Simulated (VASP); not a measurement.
# GaAs (P6_3/mmc) in VASP: single point with PBE

Aim: the single point of GaAs with PBE.

All numbers are computed with VASP 6.6.1; they aren't measurements. Logs are shortened: lines on timing, memory, paths and dates and some standing lists are left out, and cuts for length are marked.

## 1. The cell of the first run

It takes space group P6_3/mmc (No. 194, hexagonal). The conventional cell has a = 3.732 Å, b = 3.732 Å, c = 6.333 Å, α = 90.00°, β = 90.00°, γ = 120.00°. Within 3.5 Å of Ga (site symmetry -3m) lie 6 As at 2.67 Å and 2 Ga at 3.17 Å. As (site symmetry -6m2) has 6 Ga at 2.67 Å within 3.5 Å.

## 2. Single point, PBE

Contents of INCAR:

```
ALGO = Normal
EDIFF = 1E-6
ENCUT = 520
GGA = PE
ISIF = 2
ISMEAR = -1
LASPH = True
LCHARG = True
LELF = True
LREAL = False
LVHAR = True
LWAVE = False
NBANDS = 26
NELM = 60
PREC = Accurate
SIGMA = 0.02
```

Contents of KPOINTS:

```
k-points
0
Gamma
  6 6 4
```

Contents of POSCAR:

```
GaAs
1.0
    3.7321680215      0.0000000000      0.0000000000
   -1.8660840107      3.2321523178      0.0000000000
    0.0000000000      0.0000000000      6.3327909779
Ga As
2 2
Direct
    0.0000000000      0.0000000000      0.0000000000
    0.0000000000      0.0000000000      0.5000000000
    0.3333333333      0.6666666667      0.2500000000
    0.6666666667      0.3333333333      0.7500000000
```

Potentials or basis: VASP PAW PBE potentials, release 64 (Ga_d, As).

The run is started by

```
$ cat potpaw_PBE.64/Ga_d/POTCAR potpaw_PBE.64/As/POTCAR > POTCAR
$ mpirun -np 1 vasp_std > vasp.out
```

OUTCAR:

```text
EDIFF = 1E-6
   ENCUT = 520
   GGA = PE
   ISIF = 2
   ISMEAR = -1
   LASPH = True
   LREAL = False
   NELM = 60
   PREC = Accurate

 ion  position               nearest neighbor table
   1  0.000  0.000  0.000-   3 2.67   4 2.67   3 2.67   4 2.67   4 2.67   3 2.67
   2  0.000  0.000  0.500-   3 2.67   4 2.67   3 2.67   4 2.67   4 2.67   3 2.67
   3  0.333  0.667  0.250-   1 2.67   2 2.67   1 2.67   2 2.67   1 2.67   2 2.67
   4  0.667  0.333  0.750-   1 2.67   2 2.67   1 2.67   2 2.67   1 2.67   2 2.67

  LATTYP: Found a hexagonal cell.
 ALAT       =     3.7321680215
 C/A-ratio  =     1.6968129359

  Lattice vectors:

 A1 = (   3.7321680215,   0.0000000000,   0.0000000000)
 A2 = (  -1.8660840107,   3.2321523178,   0.0000000000)
 A3 = (   0.0000000000,   0.0000000000,   6.3327909779)

Analysis of symmetry for initial positions (statically):
=====================================================================
 Subroutine PRICEL returns:
 Original cell was already a primitive cell.

 Routine SETGRP: Setting up the symmetry group for a
 hexagonal supercell.

 Subroutine GETGRP returns: Found 24 space group operations
 (whereof 12 operations were pure point group operations)
 out of a pool of 24 trial point group operations.

The static configuration has the point symmetry D_3d.
 The point group associated with its full space group is D_6h.

Analysis of symmetry for dynamics (positions and initial velocities):
=====================================================================
 Subroutine PRICEL returns:
 Original cell was already a primitive cell.

 Routine SETGRP: Setting up the symmetry group for a
 hexagonal supercell.

 Subroutine GETGRP returns: Found 24 space group operations
 (whereof 12 operations were pure point group operations)
 out of a pool of 24 trial point group operations.

The dynamic configuration has the point symmetry D_3d.
 The point group associated with its full space group is D_6h.

 Subroutine INISYM returns: Found 24 space group operations
 (whereof 12 operations are pure point group operations),
 and found     1 'primitive' translations

----------------------------------------------------------------------------------------

                                     Primitive cell

  volume of cell :      76.3920

  direct lattice vectors                    reciprocal lattice vectors
     3.732168022  0.000000000  0.000000000     0.267940777  0.154695680  0.000000000
    -1.866084011  3.232152318  0.000000000     0.000000000  0.309391360  0.000000000
     0.000000000  0.000000000  6.332790978     0.000000000  0.000000000  0.157908259

  length of vectors
     3.732168022  3.732168021  6.332790978     0.309391360  0.309391360  0.157908259

  position of ions in fractional coordinates (direct lattice)
     0.000000000  0.000000000  0.000000000
     0.000000000  0.000000000  0.500000000
     0.333333333  0.666666667  0.250000000
     0.666666667  0.333333333  0.750000000

  ion indices of the primitive-cell ions
   primitive index   ion index
                 1           1
                 2           2
                 3           3
                 4           4

----------------------------------------------------------------------------------------

 KPOINTS: k-points

Automatic generation of k-mesh.
 Grid dimensions read from file:
 generate k-points for:    6    6    4

 Generating k-lattice:

  Cartesian coordinates                     Fractional coordinates (reciprocal lattice)
     0.044656796  0.025782613  0.000000000     0.166666667  0.000000000  0.000000000
     0.000000000  0.051565227  0.000000000     0.000000000  0.166666667  0.000000000
     0.000000000  0.000000000  0.039477065     0.000000000  0.000000000  0.250000000

  Length of vectors
     0.051565227  0.051565227  0.039477065

  Shift w.r.t. Gamma in fractional coordinates (k-lattice)
     0.000000000  0.000000000  0.000000000

 Subroutine IBZKPT returns following result:
 ===========================================

 Found     21 irreducible k-points:

 Following reciprocal coordinates:
            Coordinates               Weight
  0.000000  0.000000  0.000000      1.000000
  0.166667  0.000000  0.000000      6.000000
  0.333333  0.000000  0.000000      6.000000
  0.500000  0.000000  0.000000      3.000000
  0.166667  0.166667  0.000000      6.000000
  0.333333  0.166667  0.000000     12.000000
[... 13 lines left out ...]
  0.333333  0.166667  0.500000     12.000000
  0.333333  0.333333  0.500000      2.000000
   k-points           NKPTS =     21   k-points in BZ     NKDIM =     21   number of bands    NBANDS=     26
   number of dos      NEDOS =    301   number of ions     NIONS =      4
   total plane-waves  NPLWV =  37632
   dimension x,y,z NGX =    28 NGY =   28 NGZ =   48
   dimension x,y,z NGXF=    56 NGYF=   56 NGZF=   96
   ions per type =               2   2
   NGX,Y,Z   is equivalent  to a cutoff of  12.47, 12.47, 12.60 a.u.
   NGXF,Y,Z  is equivalent  to a cutoff of  24.94, 24.94, 25.20 a.u.
 SYSTEM =  unknown system
   PREC   = accura    normal or accurate (medium, high low for compatibility)
   ISTART =      0    job   : 0-new  1-cont  2-samecut
   ICHARG =      2    charge: 1-file 2-atom 10-const
   ISPIN  =      1    spin polarized calculation?
   LNONCOLLINEAR =      F non collinear calculations
   LSORBIT =      F    spin-orbit coupling
   LASPH  =      T    aspherical Exc in radial PAW
   ENCUT  =  520.0 eV  38.22 Ry    6.18 a.u.   6.94  6.94 11.77*2*pi/ulx,y,z
   NELM   =     60;   NELMIN=  2; NELMDL= -5     # of ELM steps
   EDIFF  = 0.1E-05   stopping-criterion for ELM
   LREAL  =      F    real-space projection
   EDIFFG = 0.1E-04   stopping-criterion for IOM
   NSW    =      0    number of steps for IOM
   IBRION =     -1    ionic relax: 0-MD 1-quasi-New 2-CG
   NFREE  =      0    steps in history (QN), initial steepest desc. (CG)
   ISIF   =      2    stress and relaxation
   ISYM   =      2    0-nonsym 1-usesym 2-fastsym
   POTIM  = 0.5000    time-step for ionic-motion
   TEBEG  =    0.0;   TEEND  =   0.0 temperature during run
   PSTRESS=    0.0 pullay stress
   NELECT =      36.0000    total number of electrons
   NUPDOWN=      -1.0000    fix difference up-down
   EMIN   =  10.00;   EMAX   =-10.00  energy-range for DOS
   EFERMI =   0.00;   METHOD = LEGACY
   ISMEAR =    -1;   SIGMA  =   0.02  broadening in eV -4-tet -1-fermi 0-gaus
   EFERMI_NEDOS =   21; number of points for ismear=-14 and -15
   IALGO  =     38    algorithm
   IMIX   =      4    mixing-type and parameters
     AMIX     =   0.40;   BMIX     =  1.00
     AMIX_MAG =   1.60;   BMIX_MAG =  1.00
  volume/ion in A,a.u.               =      19.10       128.88
  Fermi-wavevector in a.u.,A,eV,Ry     =   1.273971  2.407456 22.082291  1.623003
  Thomas-Fermi vector in A             =   2.406765
   LORBIT       =      0    0 simple, 1 ext, 2 COOP (PROOUT), +10 PAW based schemes
   GGA     = PE    functional components
   LHFCALC =     F    Hartree Fock is set to
   AEXX    =    0.0000 exact exchange contribution
   IVDW    =     0    specifies the selected vdW correction
   LEPSILON=     F    determine dielectric tensor
   LRPA    =     F    only Hartree local field effects (RPA)
 non-spin polarized calculation
  energy-cutoff  :      520.00
  volume of cell :       76.39
 maximum number of plane-waves:      2070
 NGX is ok and might be reduce to    28
   NGX = 13   NGY = 13   NGZ = 23

 number of electron      35.9999961 magnetization

 Free energy of the ion-electron system (eV)
  ---------------------------------------------------
  ext. energy  EPLUGINS =         0.00000000
  ---------------------------------------------------
  free energy    TOTEN  =       -15.14868332 eV

  energy without entropy =      -15.14722622  energy(sigma->0) =      -15.14795477

 E-fermi :   5.4536     XC(G=0): -10.7024

 val. band max:        5.4344385248   @ k =   0.5000   0.0000   0.2500
 cond. band min:       5.5242272340   @ k =   0.0000   0.0000   0.2500
 fundamental gap:      0.0897887092
 Fermi energy:         5.4536431513

 k-point     1 :       0.0000    0.0000    0.0000
  band No.  band energies     occupation
      1      -9.3576      2.00000
      2      -9.3282      2.00000
      3      -9.3282      2.00000
      4      -9.2707      2.00000
      5      -9.2707      2.00000
      6      -9.2610      2.00000
[... 18 lines left out ...]
     25      11.6286      0.00000
     26      11.6902      0.00000

 k-point     2 :       0.1667    0.0000    0.0000
  band No.  band energies     occupation
      1      -9.3712      2.00000
      2      -9.3534      2.00000
      3      -9.3275      2.00000
      4      -9.2786      2.00000
      5      -9.2652      2.00000
      6      -9.2636      2.00000
[... 18 lines left out ...]
     25      11.9908      0.00000
     26      12.2438      0.00000

 k-point     3 :       0.3333    0.0000    0.0000
  band No.  band energies     occupation
      1      -9.4496      2.00000
      2      -9.3451      2.00000
      3      -9.3299      2.00000
      4      -9.2965      2.00000
      5      -9.2741      2.00000
      6      -9.2538      2.00000
[... 18 lines left out ...]
     25      13.9541      0.00000
     26      14.1153      0.00000

 k-point     4 :       0.5000    0.0000    0.0000
  band No.  band energies     occupation
      1      -9.4851      2.00000
      2      -9.3413      2.00000
      3      -9.3322      2.00000
      4      -9.3059      2.00000
      5      -9.2785      2.00000
      6      -9.2513      2.00000
[... 18 lines left out ...]
     25      13.0886      0.00000
     26      14.7140      0.00000

 k-point     5 :       0.1667    0.1667    0.0000
  band No.  band energies     occupation
      1      -9.4194      2.00000
      2      -9.3470      2.00000
      3      -9.3402      2.00000
      4      -9.2864      2.00000
      5      -9.2680      2.00000
      6      -9.2604      2.00000
[... 18 lines left out ...]
     25      13.0762      0.00000
     26      13.4700      0.00000

 k-point     6 :       0.3333    0.1667    0.0000
  band No.  band energies     occupation
      1      -9.4586      2.00000
      2      -9.3581      2.00000
      3      -9.3407      2.00000
      4      -9.2943      2.00000
      5      -9.2698      2.00000
      6      -9.2593      2.00000
[... 340 lines left out ...]
 k-point    18 :       0.5000    0.0000    0.5000
  band No.  band energies     occupation
      1      -9.3967      2.00000
      2      -9.3967      2.00000
      3      -9.2912      2.00000
      4      -9.2912      2.00000
      5      -9.2734      2.00000
      6      -9.2734      2.00000
[... 18 lines left out ...]
     25      12.5787      0.00000
     26      12.5787      0.00000

 k-point    19 :       0.1667    0.1667    0.5000
  band No.  band energies     occupation
      1      -9.3580      2.00000
      2      -9.3580      2.00000
      3      -9.2961      2.00000
      4      -9.2961      2.00000
      5      -9.2684      2.00000
      6      -9.2684      2.00000
[... 18 lines left out ...]
     25      12.7374      0.00000
     26      12.7374      0.00000

 k-point    20 :       0.3333    0.1667    0.5000
  band No.  band energies     occupation
      1      -9.3855      2.00000
      2      -9.3855      2.00000
      3      -9.3014      2.00000
      4      -9.3014      2.00000
      5      -9.2651      2.00000
      6      -9.2651      2.00000
[... 18 lines left out ...]
     25      14.3595      0.00000
     26      14.3595      0.00000

 k-point    21 :       0.3333    0.3333    0.5000
  band No.  band energies     occupation
      1      -9.3827      2.00000
      2      -9.3827      2.00000
      3      -9.3135      2.00000
      4      -9.3135      2.00000
      5      -9.2561      2.00000
      6      -9.2561      2.00000
[... 18 lines left out ...]
     25      14.5480      0.00000
     26      14.5480      0.00000

------------------------ aborting loop because EDIFF is reached ----------------------------------------

  FORCE on cell =-STRESS in cart. coord.  units (eV):
  Direction    XX          YY          ZZ          XY          YZ          ZX
  --------------------------------------------------------------------------------------
  -------------------------------------------------------------------------------------
  Total        0.9738754      0.9738754      2.5956268      0.0000000     -0.0000000      0.0000000
  in kB       20.4251767     20.4251767     54.4383139      0.0000000     -0.0000000      0.0000000
  external PRESSURE =      31.7628891 kB  Pullay stress =       0.0000000 kB

 VOLUME and BASIS-vectors are now :
 -----------------------------------------------------------------------------
  energy-cutoff  :      520.00
  volume of cell :       76.39
      direct lattice vectors                 reciprocal lattice vectors
     3.732168022  0.000000000  0.000000000     0.267940777  0.154695680  0.000000000
    -1.866084011  3.232152318  0.000000000     0.000000000  0.309391360  0.000000000
     0.000000000  0.000000000  6.332790978     0.000000000  0.000000000  0.157908259

 POSITION                                       TOTAL-FORCE (eV/Angst)
 -----------------------------------------------------------------------------------
      0.00000      0.00000      0.00000        -0.000000      0.000000      0.000000
      0.00000      0.00000      3.16640        -0.000000      0.000000      0.000000
     -0.00000      2.15477      1.58320         0.000000      0.000000     -0.000000
      1.86608      1.07738      4.74959        -0.000000     -0.000000      0.000000
 -----------------------------------------------------------------------------------
    total drift:                               -0.000000      0.000000      0.000000

  FREE ENERGIE OF THE ION-ELECTRON SYSTEM (eV)
  ---------------------------------------------------
  free  energy   TOTEN  =       -15.1486833156 eV

  energy  without entropy=      -15.1472262176  energy(sigma->0) =      -15.14795477
```

Wall time 16 s (1 thread of Intel Xeon 6975P-C (Granite Rapids), shared host); peak memory 0.19 GiB.

What came out:

* Free energy: -15.1487 eV
* Pressure: 3.2 GPa
* Band gap on the k mesh: zero (band 18 reaches 6.20 eV, above the bottom of band 19 at 2.54 eV)

Stress tensor (GPa, compression positive):
```
2.04 0.00 0.00
0.00 2.04 0.00
0.00 0.00 5.44
```
